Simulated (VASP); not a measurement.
# Os (Cmcm) in VASP: single point with PBEsol

Aim: the single point of Os with PBEsol.

Everything below comes from runs of VASP 6.6.1. Logs are shortened: lines on timing, memory, paths and dates and some standing lists are left out, and cuts for length are marked.

### Step 1. The cell of the first run

Symmetry: Cmcm, No. 63, orthorhombic system. The conventional cell has a = 2.734 Å, b = 4.830 Å, c = 4.320 Å, α = 90.00°, β = 90.00°, γ = 90.00°. Os (site symmetry m2m) has 12 Os at 2.68 to 2.78 Å within 3.5 Å.

### Step 2. Single point, PBEsol (strain +0.0200 x Voigt [0, 1, 0, 0, 0, 0])

INCAR reads:

```
SYSTEM = Os
PREC     = Accurate       ! precision mode
ENCUT    = 520            ! plane-wave cutoff, eV
EDIFF    = 1E-6           ! SCF threshold, eV
ISMEAR   = 0              ! smearing method
SIGMA    = 0.15           ! smearing width, eV
LREAL    = .FALSE.        ! projectors in reciprocal space
LASPH    = .TRUE.         ! aspherical terms in the spheres
NELM     = 100            ! most SCF steps
ALGO     = Fast           ! electronic algorithm
ISIF     = 2              ! what is computed and relaxed
LWAVE    = .FALSE.        ! write WAVECAR
LCHARG   = .TRUE.         ! write CHGCAR
GGA      = PS             ! functional
LELF     = .TRUE.         ! ELF
LVHAR    = .TRUE.       
NBANDS   = 15             ! bands
```

KPOINTS reads:

```
Automatic mesh
0
G
  21 21 12
  0 0 0
```

POSCAR reads:

```
Os
1.0
    2.7340999755      0.0000000000      0.0000000000
   -1.3670499878      2.4151560360      0.0000000000
    0.0000000000      0.0000000000      4.3197000000
Os
2
Direct
    0.3333333333      0.6666666667      0.2500000000
    0.6666666667      0.3333333333      0.7500000000
```

Potentials or basis: VASP PAW PBE potentials, release 64 (Os).

Run with:

```
$ cat potpaw_PBE.64/Os/POTCAR > POTCAR
$ mpirun -np 1 vasp_std > vasp.out
```

OUTCAR:

```text
SYSTEM = Os
   PREC = Accurate
   ENCUT = 520
   EDIFF = 1E-6
   ISMEAR = 0
   LREAL = .FALSE.
   LASPH = .TRUE.
   NELM = 100
   ISIF = 2
   GGA = PS

 ion  position               nearest neighbor table
   1  0.333  0.667  0.250-   2 2.68   2 2.68   2 2.68   2 2.68   2 2.69   2 2.69
   2  0.667  0.333  0.750-   1 2.68   1 2.68   1 2.68   1 2.68   1 2.69   1 2.69

  LATTYP: Found a base centered orthorhombic cell.
 ALAT       =     2.7340999755
 B/A-ratio  =     1.7666918237
 C/A-ratio  =     1.5799349105

  Lattice vectors:

 A1 = (   1.3670499878,  -2.4151560360,   0.0000000000)
 A2 = (   1.3670499877,   2.4151560360,   0.0000000000)
 A3 = (   0.0000000000,   0.0000000000,   4.3197000000)

Analysis of symmetry for initial positions (statically):
=====================================================================
 Subroutine PRICEL returns:
 Original cell was already a primitive cell.

 Routine SETGRP: Setting up the symmetry group for a
 base centered orthorhombic supercell.

 Subroutine GETGRP returns: Found  8 space group operations
 (whereof  4 operations were pure point group operations)
 out of a pool of  8 trial point group operations.

The static configuration has the point symmetry C_2h.
 The point group associated with its full space group is D_2h.

Analysis of symmetry for dynamics (positions and initial velocities):
=====================================================================
 Subroutine PRICEL returns:
 Original cell was already a primitive cell.

 Routine SETGRP: Setting up the symmetry group for a
 base centered orthorhombic supercell.

 Subroutine GETGRP returns: Found  8 space group operations
 (whereof  4 operations were pure point group operations)
 out of a pool of  8 trial point group operations.

The dynamic configuration has the point symmetry C_2h.
 The point group associated with its full space group is D_2h.

 Subroutine INISYM returns: Found  8 space group operations
 (whereof  4 operations are pure point group operations),
 and found     1 'primitive' translations

----------------------------------------------------------------------------------------

                                     Primitive cell

  volume of cell :      28.5242

  direct lattice vectors                    reciprocal lattice vectors
     2.734099975  0.000000000  0.000000000     0.365751073  0.207025961  0.000000000
    -1.367049988  2.415156036  0.000000000     0.000000000  0.414051923  0.000000000
     0.000000000  0.000000000  4.319700000     0.000000000  0.000000000  0.231497558

  length of vectors
     2.734099975  2.775212487  4.319700000     0.420277999  0.414051923  0.231497558

  position of ions in fractional coordinates (direct lattice)
     0.333333333  0.666666667  0.250000000
     0.666666667  0.333333333  0.750000000

  ion indices of the primitive-cell ions
   primitive index   ion index
                 1           1
                 2           2

----------------------------------------------------------------------------------------

 KPOINTS: Automatic mesh

Automatic generation of k-mesh.
 Grid dimensions read from file:
 generate k-points for:   21   21   12

 Generating k-lattice:

  Cartesian coordinates                     Fractional coordinates (reciprocal lattice)
     0.017416718  0.009858379  0.000000000     0.047619048  0.000000000  0.000000000
     0.000000000  0.019716758  0.000000000     0.000000000  0.047619048  0.000000000
     0.000000000  0.000000000  0.019291463     0.000000000  0.000000000  0.083333333

  Length of vectors
     0.020013238  0.019716758  0.019291463

  Shift w.r.t. Gamma in fractional coordinates (k-lattice)
     0.000000000  0.000000000  0.000000000

 Subroutine IBZKPT returns following result:
 ===========================================

 Found    847 irreducible k-points:

 Following reciprocal coordinates:
            Coordinates               Weight
  0.000000  0.000000  0.000000      1.000000
  0.047619  0.000000  0.000000      4.000000
  0.095238  0.000000  0.000000      4.000000
  0.142857  0.000000  0.000000      4.000000
  0.190476  0.000000  0.000000      4.000000
  0.238095  0.000000  0.000000      4.000000
[... 16 lines left out ...]
 -0.476190  0.047619  0.000000      4.000000
 -0.428571  0.047619  0.000000      4.000000
 [... further k-points ...]
   k-points           NKPTS =    847   k-points in BZ     NKDIM =    847   number of bands    NBANDS=     15
   number of dos      NEDOS =    301   number of ions     NIONS =      2
   total plane-waves  NPLWV =  15360
   dimension x,y,z NGX =    20 NGY =   24 NGZ =   32
   dimension x,y,z NGXF=    40 NGYF=   48 NGZF=   64
   ions per type =               2
   NGX,Y,Z   is equivalent  to a cutoff of  12.16, 14.38, 12.32 a.u.
   NGXF,Y,Z  is equivalent  to a cutoff of  24.32, 28.75, 24.63 a.u.
 SYSTEM =  Os
   PREC   = accura    normal or accurate (medium, high low for compatibility)
   ISTART =      0    job   : 0-new  1-cont  2-samecut
   ICHARG =      2    charge: 1-file 2-atom 10-const
   ISPIN  =      1    spin polarized calculation?
   LNONCOLLINEAR =      F non collinear calculations
   LSORBIT =      F    spin-orbit coupling
   LASPH  =      T    aspherical Exc in radial PAW
   ENCUT  =  520.0 eV  38.22 Ry    6.18 a.u.   5.08  5.16  8.03*2*pi/ulx,y,z
   NELM   =    100;   NELMIN=  2; NELMDL= -5     # of ELM steps
   EDIFF  = 0.1E-05   stopping-criterion for ELM
   LREAL  =      F    real-space projection
   EDIFFG = 0.1E-04   stopping-criterion for IOM
   NSW    =      0    number of steps for IOM
   IBRION =     -1    ionic relax: 0-MD 1-quasi-New 2-CG
   NFREE  =      0    steps in history (QN), initial steepest desc. (CG)
   ISIF   =      2    stress and relaxation
   ISYM   =      2    0-nonsym 1-usesym 2-fastsym
   POTIM  = 0.5000    time-step for ionic-motion
   TEBEG  =    0.0;   TEEND  =   0.0 temperature during run
   PSTRESS=    0.0 pullay stress
   NELECT =      16.0000    total number of electrons
   NUPDOWN=      -1.0000    fix difference up-down
   EMIN   =  10.00;   EMAX   =-10.00  energy-range for DOS
   EFERMI =   0.00;   METHOD = LEGACY
   ISMEAR =     0;   SIGMA  =   0.15  broadening in eV -4-tet -1-fermi 0-gaus
   EFERMI_NEDOS =   21; number of points for ismear=-14 and -15
   IALGO  =     68    algorithm
   IMIX   =      4    mixing-type and parameters
     AMIX     =   0.40;   BMIX     =  1.00
     AMIX_MAG =   1.60;   BMIX_MAG =  1.00
  volume/ion in A,a.u.               =      14.26        96.25
  Fermi-wavevector in a.u.,A,eV,Ry     =   1.350135  2.551385 24.801567  1.822864
  Thomas-Fermi vector in A             =   2.477664
   LORBIT       =      0    0 simple, 1 ext, 2 COOP (PROOUT), +10 PAW based schemes
   GGA     = PS    functional components
   LHFCALC =     F    Hartree Fock is set to
   AEXX    =    0.0000 exact exchange contribution
   IVDW    =     0    specifies the selected vdW correction
   LEPSILON=     F    determine dielectric tensor
   LRPA    =     F    only Hartree local field effects (RPA)
 non-spin polarized calculation
 RMM-DIIS sequential band-by-band and
 Gauss-broadening in eV      SIGMA  =   0.15
  energy-cutoff  :      520.00
  volume of cell :       28.52
 maximum number of plane-waves:       784
   NGX = 11   NGY = 11   NGZ = 17

 number of electron      15.9999998 magnetization

 Free energy of the ion-electron system (eV)
  ---------------------------------------------------
  ext. energy  EPLUGINS =         0.00000000
  ---------------------------------------------------
  free energy    TOTEN  =       -24.45753192 eV

  energy without entropy =      -24.44221749  energy(sigma->0) =      -24.44987471

 E-fermi :   9.0323     XC(G=0): -14.0429

 val. band max:        9.0287808531   @ k =   0.4762   0.0476   0.3333
 cond. band min:       9.0341280755   @ k =   0.4286   0.0000   0.3333
 fundamental gap:      0.0053472223
 Fermi energy:         9.0323127778

 k-point     1 :       0.0000    0.0000    0.0000
  band No.  band energies     occupation
      1      -1.8022      2.00000
      2       1.3856      2.00000
      3       5.8101      2.00000
      4       6.2307      2.00000
      5       6.3852      2.00000
      6       6.6801      2.00000
      7       7.0545      2.00000
      8       7.3461      2.00000
      9       7.4580      2.00000
     10       9.1232      0.39127
     11      10.5912      0.00000
     12      10.7153      0.00000
     13      17.9493      0.00000
     14      23.0052      0.00000
     15      25.9048      0.00000

 k-point     2 :       0.0476    0.0000    0.0000
  band No.  band energies     occupation
      1      -1.7115      2.00000
      2       1.4662      2.00000
      3       5.7788      2.00000
      4       6.0936      2.00000
      5       6.6056      2.00000
      6       6.7165      2.00000
      7       7.0349      2.00000
      8       7.2742      2.00000
      9       7.3634      2.00000
     10       8.6283      1.99986
     11      10.6662      0.00000
     12      11.3110      0.00000
     13      17.9451      0.00000
     14      23.1968      0.00000
     15      26.0203      0.00000

 k-point     3 :       0.0952    0.0000    0.0000
  band No.  band energies     occupation
      1      -1.4444      2.00000
      2       1.6971      2.00000
      3       5.5053      2.00000
      4       6.2449      2.00000
      5       6.6841      2.00000
      6       6.9070      2.00000
      7       6.9384      2.00000
      8       7.1277      2.00000
      9       7.1285      2.00000
     10       7.9934      2.00000
     11      10.7951      0.00000
     12      12.4205      0.00000
     13      17.9214      0.00000
     14      23.7353      0.00000
     15      26.3368      0.00000

 k-point     4 :       0.1429    0.0000    0.0000
  band No.  band energies     occupation
      1      -1.0175      2.00000
      2       2.0392      2.00000
      3       5.1486      2.00000
      4       6.2368      2.00000
      5       6.4864      2.00000
      6       6.6265      2.00000
      7       6.8671      2.00000
      8       7.2632      2.00000
      9       7.4484      2.00000
     10       7.6328      2.00000
     11      10.9641      0.00000
     12      13.6442      0.00000
     13      17.8560      0.00000
     14      24.4576      0.00000
     15      26.6672      0.00000
[... 307 lines left out ...]
 k-point    22 :       0.4762    0.0476    0.0000
  band No.  band energies     occupation
      1       2.0338      2.00000
      2       2.1873      2.00000
      3       2.7149      2.00000
      4       5.3782      2.00000
      5       6.0539      2.00000
      6       6.5574      2.00000
      7       7.3138      2.00000
      8      10.9481      0.00000
      9      11.3822      0.00000
     10      11.6456      0.00000
     11      13.3583      0.00000
     12      14.6480      0.00000
     13      18.3796      0.00000
     14      19.8094      0.00000
     15      20.9947      0.00000

 k-point    23 :      -0.4762    0.0476    0.0000
  band No.  band energies     occupation
      1       2.0442      2.00000
      2       2.1830      2.00000
      3       2.7804      2.00000
      4       5.3992      2.00000
      5       5.9033      2.00000
      6       6.5906      2.00000
      7       7.2407      2.00000
      8      10.7999      0.00000
      9      11.1134      0.00000
     10      11.6356      0.00000
     11      12.6552      0.00000
     12      15.5893      0.00000
     13      18.0991      0.00000
     14      20.2107      0.00000
     15      20.7671      0.00000

 k-point    24 :      -0.4286    0.0476    0.0000
  band No.  band energies     occupation
      1       1.9489      2.00000
      2       2.2623      2.00000
      3       2.9813      2.00000
      4       5.4790      2.00000
      5       5.5539      2.00000
      6       6.6723      2.00000
      7       7.0182      2.00000
      8      10.3854      0.00000
      9      10.4908      0.00000
     10      11.6034      0.00000
     11      11.6348      0.00000
     12      17.1435      0.00000
     13      17.6933      0.00000
     14      20.1330      0.00000
     15      21.0415      0.00000

 [... further k-points ...]
[... 5 lines left out ...]
  --------------------------------------------------------------------------------------
  -------------------------------------------------------------------------------------
  Total       -1.1679016     -2.9531917     -1.3239222      0.0000000     -0.0000000      0.0000000
  in kB      -65.5999737   -165.8780993    -74.3635073      0.0000000     -0.0000000      0.0000000
  external PRESSURE =    -101.9471934 kB  Pullay stress =       0.0000000 kB

 VOLUME and BASIS-vectors are now :
 -----------------------------------------------------------------------------
  energy-cutoff  :      520.00
  volume of cell :       28.52
      direct lattice vectors                 reciprocal lattice vectors
     2.734099975  0.000000000  0.000000000     0.365751073  0.207025961  0.000000000
    -1.367049988  2.415156036  0.000000000     0.000000000  0.414051923  0.000000000
     0.000000000  0.000000000  4.319700000     0.000000000  0.000000000  0.231497558

 POSITION                                       TOTAL-FORCE (eV/Angst)
 -----------------------------------------------------------------------------------
     -0.00000      1.61010      1.07993        -0.000000      0.039624      0.000000
      1.36705      0.80505      3.23977         0.000000     -0.039624     -0.000000
 -----------------------------------------------------------------------------------
    total drift:                                0.000000     -0.000000     -0.000000

  FREE ENERGIE OF THE ION-ELECTRON SYSTEM (eV)
  ---------------------------------------------------
  free  energy   TOTEN  =       -24.4575319194 eV

  energy  without entropy=      -24.4422174927  energy(sigma->0) =      -24.44987471
```

Run time: 3.9 min. Hardware: 1 thread of Intel Xeon Platinum 8375C at 2.90GHz (Ice Lake), shared host; peak memory 0.41 GiB.

What came out:

```yaml
Free_energy: -24.4575 eV
Pressure: -10.2 GPa
Largest_force: 0.040 eV/Å
Band_gap_on_the_k_mesh: zero (band 8 reaches 10.97 eV, above the bottom of band 9 at 7.13 eV)
```

Forces in eV/Å, atoms in the order of the input:
```
Os   0.000  0.040  0.000
Os   0.000 -0.040  0.000
```

Levels at points of the mesh, in eV from the Fermi level:
```csv
k point,band 5,band 6,band 7,band 8,band 9,band 10,band 11,band 12
"(0.00, 0.00, 0.00)",-2.65,-2.35,-1.98,-1.69,-1.57,0.09,1.56,1.68
"(0.00, 0.00, 0.50)",-3.41,-3.41,-3.05,-3.05,0.79,0.79,0.93,0.93
```

Caveat: the cell differs from its parent crystal (strain +0.0200 x Voigt [0, 1, 0, 0, 0, 0]); the PAW data sets were made with another functional, which shifts forces and pressure a little; spin-orbit coupling is left out, which moves the levels of the heavy elements.
